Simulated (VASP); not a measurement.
# BN in VASP: further runs

Runs on BN. Level: PBEsol+D3(BJ). Tasks: single point.

All numbers are computed with VASP 6.6.1; they aren't measurements. Logs are shortened: lines on timing, memory, paths and dates and some standing lists are left out, and cuts for length are marked.

**1. The cell of the first run**

It takes space group R3m (No. 160, trigonal). The conventional cell has a = 2.485 Å, b = 2.485 Å, c = 8.512 Å, α = 90.00°, β = 90.00°, γ = 120.00°. Within 1.9 Å of B (site symmetry 3m) lie 3 N at 1.44 Å. Within 1.9 Å of N (site symmetry 3m) lie 3 B at 1.44 Å.

**2. Single point, PBEsol+D3(BJ) (7.59 Å³/atom)**

The input, INCAR:

```
ALGO     = Normal         # electronic algorithm
EDIFF    = 1E-6           # SCF threshold, eV
ENCUT    = 520            # plane-wave cutoff, eV
GGA      = PS             # functional
ISIF     = 2              # what is computed and relaxed
ISMEAR   = 0              # smearing method
IVDW     = 12             # dispersion correction
LASPH    = True           # aspherical terms in the spheres
LCHARG   = False          # write CHGCAR
LREAL    = False          # projectors in reciprocal space
LWAVE    = False          # write WAVECAR
NBANDS   = 11             # bands
NELM     = 80             # most SCF steps
PREC     = Accurate       # precision mode
SIGMA    = 0.02           # smearing width, eV
```

The input, KPOINTS:

```
k-points
0
Gamma
  12 12 12
```

The input, POSCAR:

```
BN
1.0
    2.4735695403      0.0026227497     -0.2418952505
   -1.2272337936      2.1476619345      0.2418923159
   -0.9640150433     -0.8775784911      2.9001493614
B N
1 1
Direct
    0.9925051893      0.9921572700     -0.0039515407
    0.6556438107      0.3237267300      0.9907565407
```

Potentials or basis: VASP PAW PBE potentials, release 64 (B, N).

Started as:

```console
> cat potpaw_PBE.64/B/POTCAR potpaw_PBE.64/N/POTCAR > POTCAR
> mpirun -np 1 vasp_std > vasp.out
```

OUTCAR:

```text
EDIFF = 1E-6
   ENCUT = 520
   GGA = PS
   ISIF = 2
   ISMEAR = 0
   IVDW = 12
   LASPH = True
   LREAL = False
   NELM = 80
   PREC = Accurate
 IVDW          = 12

 ion  position               nearest neighbor table
   1  0.993  0.992  0.996-   2 1.44   2 1.44   2 1.44
   2  0.656  0.324  0.991-   1 1.44   1 1.44   1 1.44

  LATTYP: Found a base centered monoclinic cell.
 ALAT       =     4.3047867345
 B/A-ratio  =     0.5773509269
 C/A-ratio  =     0.7386474352
 COS(beta)  =    -0.4512961399

  Lattice vectors:

 A1 = (  -1.2272337936,   2.1476619345,   0.2418923159)
 A2 = (  -2.4735695403,  -0.0026227497,   0.2418952505)
 A3 = (   1.5095544970,  -0.8749557414,   2.6582541109)

Analysis of symmetry for initial positions (statically):
=====================================================================
 Subroutine PRICEL returns:
 Original cell was already a primitive cell.

 Routine SETGRP: Setting up the symmetry group for a
 base centered monoclinic supercell.

 Subroutine GETGRP returns: Found  2 space group operations
 (whereof  1 operations were pure point group operations)
 out of a pool of  4 trial point group operations.

The static configuration has the point symmetry C_1 .
 The point group associated with its full space group is C_1h.

Analysis of symmetry for dynamics (positions and initial velocities):
=====================================================================
 Subroutine PRICEL returns:
 Original cell was already a primitive cell.

 Routine SETGRP: Setting up the symmetry group for a
 base centered monoclinic supercell.

 Subroutine GETGRP returns: Found  2 space group operations
 (whereof  1 operations were pure point group operations)
 out of a pool of  4 trial point group operations.

The dynamic configuration has the point symmetry C_1 .
 The point group associated with its full space group is C_1h.

 Subroutine INISYM returns: Found  2 space group operations
 (whereof  1 operations are pure point group operations),
 and found     1 'primitive' translations

----------------------------------------------------------------------------------------

                                     Primitive cell

  volume of cell :      15.1792

  direct lattice vectors                    reciprocal lattice vectors
     2.473569540  0.002622750 -0.241895250     0.424318667  0.219113817  0.207347649
    -1.227233794  2.147661934  0.241892316     0.013483954  0.457239403  0.142841678
    -0.964015043 -0.877578491  2.900149361     0.034266858 -0.019861083  0.350190277

  length of vectors
     2.485370488  2.485370488  3.179675350     0.520624859  0.479221695  0.352422914

  position of ions in fractional coordinates (direct lattice)
     0.992505189  0.992157270  0.996048459
     0.655643811  0.323726730  0.990756541

  ion indices of the primitive-cell ions
   primitive index   ion index
                 1           1
                 2           2

----------------------------------------------------------------------------------------

 KPOINTS: k-points

Automatic generation of k-mesh.
 Grid dimensions read from file:
 generate k-points for:   12   12   12

 Generating k-lattice:

  Cartesian coordinates                     Fractional coordinates (reciprocal lattice)
     0.035359889  0.018259485  0.017278971     0.083333333  0.000000000 -0.000000000
     0.001123663  0.038103284  0.011903473     0.000000000  0.083333333  0.000000000
     0.002855571 -0.001655090  0.029182523     0.000000000 -0.000000000  0.083333333

  Length of vectors
     0.043385405  0.039935141  0.029368576

  Shift w.r.t. Gamma in fractional coordinates (k-lattice)
     0.000000000  0.000000000  0.000000000

 Subroutine IBZKPT returns following result:
 ===========================================

 Found    476 irreducible k-points:

 Following reciprocal coordinates:
            Coordinates               Weight
  0.000000  0.000000  0.000000      1.000000
  0.083333 -0.000000 -0.000000      4.000000
  0.166667 -0.000000 -0.000000      4.000000
  0.250000 -0.000000  0.000000      4.000000
  0.333333 -0.000000  0.000000      4.000000
  0.416667 -0.000000  0.000000      4.000000
[... 16 lines left out ...]
  0.250000  0.166667  0.000000      4.000000
  0.333333  0.166667  0.000000      4.000000
 [... further k-points ...]
   k-points           NKPTS =    476   k-points in BZ     NKDIM =    476   number of bands    NBANDS=     11
   number of dos      NEDOS =    301   number of ions     NIONS =      2
   total plane-waves  NPLWV =   7776
   dimension x,y,z NGX =    18 NGY =   18 NGZ =   24
   dimension x,y,z NGXF=    36 NGYF=   36 NGZF=   48
   ions per type =               1   1
   NGX,Y,Z   is equivalent  to a cutoff of  12.04, 12.04, 12.55 a.u.
   NGXF,Y,Z  is equivalent  to a cutoff of  24.08, 24.08, 25.10 a.u.
 SYSTEM =  unknown system
   PREC   = accura    normal or accurate (medium, high low for compatibility)
   ISTART =      0    job   : 0-new  1-cont  2-samecut
   ICHARG =      2    charge: 1-file 2-atom 10-const
   ISPIN  =      1    spin polarized calculation?
   LNONCOLLINEAR =      F non collinear calculations
   LSORBIT =      F    spin-orbit coupling
   LASPH  =      T    aspherical Exc in radial PAW
   ENCUT  =  520.0 eV  38.22 Ry    6.18 a.u.   4.62  4.62  5.91*2*pi/ulx,y,z
   NELM   =     80;   NELMIN=  2; NELMDL= -5     # of ELM steps
   EDIFF  = 0.1E-05   stopping-criterion for ELM
   LREAL  =      F    real-space projection
   EDIFFG = 0.1E-04   stopping-criterion for IOM
   NSW    =      0    number of steps for IOM
   IBRION =     -1    ionic relax: 0-MD 1-quasi-New 2-CG
   NFREE  =      0    steps in history (QN), initial steepest desc. (CG)
   ISIF   =      2    stress and relaxation
   ISYM   =      2    0-nonsym 1-usesym 2-fastsym
   POTIM  = 0.5000    time-step for ionic-motion
   TEBEG  =    0.0;   TEEND  =   0.0 temperature during run
   PSTRESS=    0.0 pullay stress
   NELECT =       8.0000    total number of electrons
   NUPDOWN=      -1.0000    fix difference up-down
   EMIN   =  10.00;   EMAX   =-10.00  energy-range for DOS
   EFERMI =   0.00;   METHOD = LEGACY
   ISMEAR =     0;   SIGMA  =   0.02  broadening in eV -4-tet -1-fermi 0-gaus
   EFERMI_NEDOS =   21; number of points for ismear=-14 and -15
   IALGO  =     38    algorithm
   IMIX   =      4    mixing-type and parameters
     AMIX     =   0.40;   BMIX     =  1.00
     AMIX_MAG =   1.60;   BMIX_MAG =  1.00
  volume/ion in A,a.u.               =       7.59        51.22
  Fermi-wavevector in a.u.,A,eV,Ry     =   1.322377  2.498929 23.792234  1.748680
  Thomas-Fermi vector in A             =   2.452062
   LORBIT       =      0    0 simple, 1 ext, 2 COOP (PROOUT), +10 PAW based schemes
   GGA     = PS    functional components
   LHFCALC =     F    Hartree Fock is set to
   AEXX    =    0.0000 exact exchange contribution
   IVDW    =    12    specifies the selected vdW correction
   LEPSILON=     F    determine dielectric tensor
   LRPA    =     F    only Hartree local field effects (RPA)
 non-spin polarized calculation
 Gauss-broadening in eV      SIGMA  =   0.02
  energy-cutoff  :      520.00
  volume of cell :       15.18
 maximum number of plane-waves:       424
   NGX =  9   NGY =  9   NGZ = 11

 number of electron       8.0000000 magnetization

 Free energy of the ion-electron system (eV)
  ---------------------------------------------------
  ext. energy  EPLUGINS =         0.00000000
  ---------------------------------------------------
  free energy    TOTEN  =       -18.20744966 eV

  energy without entropy =      -18.20744966  energy(sigma->0) =      -18.20744966

 E-fermi :   3.9953     XC(G=0): -11.3988

 val. band max:        3.8207185389   @ k =   0.3333   0.4167   0.0833
 cond. band min:       7.4706996101   @ k =   0.5000   0.5000   0.5000
 fundamental gap:      3.6499810712
 Fermi energy:         3.9952522191

 k-point     1 :       0.0000    0.0000    0.0000
  band No.  band energies     occupation
      1     -14.5229      2.00000
      2       0.6621      2.00000
      3       2.4704      2.00000
      4       2.4704      2.00000
      5      10.0934      0.00000
      6      15.5339      0.00000
      7      15.5340      0.00000
      8      17.1570      0.00000
      9      19.8290      0.00000
     10      30.1779      0.00000
     11      32.3457      0.00000

 k-point     2 :       0.0833   -0.0000   -0.0000
  band No.  band energies     occupation
      1     -14.3578      2.00000
      2       0.6361      2.00000
      3       1.9142      2.00000
      4       2.1878      2.00000
      5      10.5718      0.00000
      6      15.3900      0.00000
      7      16.1378      0.00000
      8      16.7283      0.00000
      9      20.2593      0.00000
     10      29.7339      0.00000
     11      30.6176      0.00000

 k-point     3 :       0.1667   -0.0000   -0.0000
  band No.  band energies     occupation
      1     -13.8734      2.00000
      2       0.3721      2.00000
      3       0.7854      2.00000
      4       1.5013      2.00000
      5      11.6787      0.00000
      6      14.6871      0.00000
      7      15.9490      0.00000
      8      17.7669      0.00000
      9      21.3088      0.00000
     10      27.0347      0.00000
     11      30.7487      0.00000
[... 267 lines left out ...]
 k-point    23 :       0.2500    0.1667    0.0000
  band No.  band energies     occupation
      1     -11.8153      2.00000
      2      -3.1552      2.00000
      3      -1.1799      2.00000
      4       1.6907      2.00000
      5      10.0962      0.00000
      6      15.4068      0.00000
      7      17.2420      0.00000
      8      20.7221      0.00000
      9      22.5283      0.00000
     10      26.1404      0.00000
     11      29.8209      0.00000

 k-point    24 :       0.3333    0.1667    0.0000
  band No.  band energies     occupation
      1     -10.9365      2.00000
      2      -4.3250      2.00000
      3      -1.7882      2.00000
      4       2.1981      2.00000
      5       8.4781      0.00000
      6      15.4673      0.00000
      7      18.1579      0.00000
      8      21.9165      0.00000
      9      23.6655      0.00000
     10      27.2112      0.00000
     11      29.6820      0.00000

 [... further k-points ...]

------------------------ aborting loop because EDIFF is reached ----------------------------------------

 Edisp (eV)   -0.23914

 E8    (eV) :    -0.1190

  FORCE on cell =-STRESS in cart. coord.  units (eV):
  Direction    XX          YY          ZZ          XY          YZ          ZX
  --------------------------------------------------------------------------------------
  -------------------------------------------------------------------------------------
  Total       0.79712     0.79770     0.70726     0.00050     0.00517    -0.00892
  in kB      84.13715    84.19763    74.65165     0.05279     0.54586    -0.94147
  external pressure =       81.00 kB  Pullay stress =        0.00 kB

 VOLUME and BASIS-vectors are now :
 -----------------------------------------------------------------------------
  energy-cutoff  :      520.00
  volume of cell :       15.18
      direct lattice vectors                 reciprocal lattice vectors
     2.473569540  0.002622750 -0.241895250     0.424318667  0.219113817  0.207347649
    -1.227233794  2.147661934  0.241892316     0.013483954  0.457239403  0.142841678
    -0.964015043 -0.877578491  2.900149361     0.034266858 -0.019861083  0.350190277

 POSITION                                       TOTAL-FORCE (eV/Angst)
 -----------------------------------------------------------------------------------
      0.27722      1.25931      2.88860         0.000628     -0.000364      0.006449
      0.26939     -0.17249      2.79305        -0.000628      0.000364     -0.006449
 -----------------------------------------------------------------------------------
    total drift:                               -0.000017      0.000006      0.000017

  FREE ENERGIE OF THE ION-ELECTRON SYSTEM (eV)
  ---------------------------------------------------
  free  energy   TOTEN  =       -18.4465923252 eV

  energy  without entropy=      -18.4465923252  energy(sigma->0) =      -18.44659233
```

Wall time 97 s (1 thread of AMD EPYC 7R13, shared host); peak memory 0.16 GiB.

Results:

* Free energy: -18.4466 eV
* Pressure: 8.1 GPa
* Largest force: 0.006 eV/Å
* Band gap on the k mesh: 3.65 eV (least direct gap 4.81 eV)
* Dispersion energy per atom: -0.120 eV

Forces on the atoms (eV/Å):
```
B    0.001  0.000  0.006
N   -0.001  0.000 -0.006
```

Stress tensor (GPa, compression positive):
```
 8.41  0.01 -0.09
 0.01  8.42  0.05
-0.09  0.05  7.47
```

Levels at points of the mesh, in eV from the valence-band top:
```
           k point  band 2  band 3  band 4  band 5  band 6  band 7
(0.00, 0.00, 0.00)   -3.16   -1.35   -1.35    6.27   11.71   11.71
(0.50, 0.00, 0.00)   -8.96   -4.40   -1.79    3.65    9.64   15.59
(0.00, 0.50, 0.00)   -9.37   -4.15   -0.37    5.38   10.41   13.85
(0.50, 0.50, 0.00)   -9.37   -4.15   -0.37    5.38   10.41   13.85
(0.00, 0.00, 0.50)   -7.41   -1.44   -1.44   11.47   11.47   11.75
(0.50, 0.50, 0.50)   -8.96   -4.40   -1.79    3.65    9.64   15.59
```

Caveat: the cell stands under pressure; the PAW data sets were made with another functional, which shifts forces and pressure a little.

**3. Single point, PBEsol+D3(BJ) (7.85 Å³/atom)**

This run uses another cell than the first one, of 7.85 Å³/atom.

The input, INCAR:

```
SYSTEM = BN
PREC = Accurate
ENCUT = 520
EDIFF = 1E-6
ISMEAR = 0
SIGMA = 0.02
LREAL = .False.
LASPH = .True.
NELM = 100
ALGO = Normal
ISIF = 2
LWAVE = .False.
LCHARG = .True.
GGA = PS
IVDW = 12
LELF = .True.
LVHAR = .True.
NBANDS = 11
```

The input, KPOINTS:

```
regular mesh
0
Gamma
  12 12 12
  0 0 0
```

The input, POSCAR:

```
BN
1.0
    2.4785240835      0.0026275942     -0.2423265190
   -1.2296927377      2.1519641414      0.2423190011
   -0.9581715638     -0.8838483205      2.9847696285
B N
1 1
Direct
    0.9920298952      0.9919194353     -0.0046647212
    0.6561191048      0.3239645647      0.9914697212
```

Potentials or basis: VASP PAW PBE potentials, release 64 (B, N).

Started as:

```console
> cat potpaw_PBE.64/B/POTCAR potpaw_PBE.64/N/POTCAR > POTCAR
> mpirun -np 1 vasp_std > vasp.out
```

Wall time 2.2 min (1 thread of AMD EPYC 7R13, shared host); peak memory 0.17 GiB.

It converged, with:

```
Free energy                : -18.4670 eV
Pressure                   : 5.2 GPa
Band gap on the k mesh     : 3.74 eV (least direct gap 4.75 eV)
Dispersion energy per atom : -0.116 eV
```

Stress tensor (GPa, compression positive):
```
 5.51  0.00 -0.08
 0.00  5.51  0.05
-0.08  0.05  4.70
```

Levels at points of the mesh, in eV from the valence-band top:
| k point | band 1 | band 2 | band 3 | band 4 | band 5 | band 6 | band 7 | band 8 | band 9 |
| --- | --- | --- | --- | --- | --- | --- | --- | --- | --- |
| (0.00, 0.00, 0.00) | -18.18 | -3.37 | -1.33 | -1.33 | 5.98 | 11.69 | 11.69 | 13.32 | 15.72 |
| (0.50, 0.00, 0.00) | -14.54 | -8.91 | -4.32 | -1.65 | 3.75 | 9.69 | 15.27 | 19.74 | 21.81 |
| (0.00, 0.50, 0.00) | -14.76 | -9.25 | -4.12 | -0.41 | 5.36 | 10.27 | 13.64 | 16.52 | 20.91 |
| (0.50, 0.50, 0.00) | -14.76 | -9.25 | -4.13 | -0.41 | 5.36 | 10.27 | 13.64 | 16.52 | 20.91 |
| (0.00, 0.00, 0.50) | -17.45 | -7.15 | -1.40 | -1.40 | 11.47 | 11.49 | 11.49 | 13.00 | 19.24 |
| (0.50, 0.50, 0.50) | -14.54 | -8.91 | -4.32 | -1.65 | 3.74 | 9.69 | 15.27 | 19.74 | 21.81 |

Caveat: the cell stands under pressure; the PAW data sets were made with another functional, which shifts forces and pressure a little.
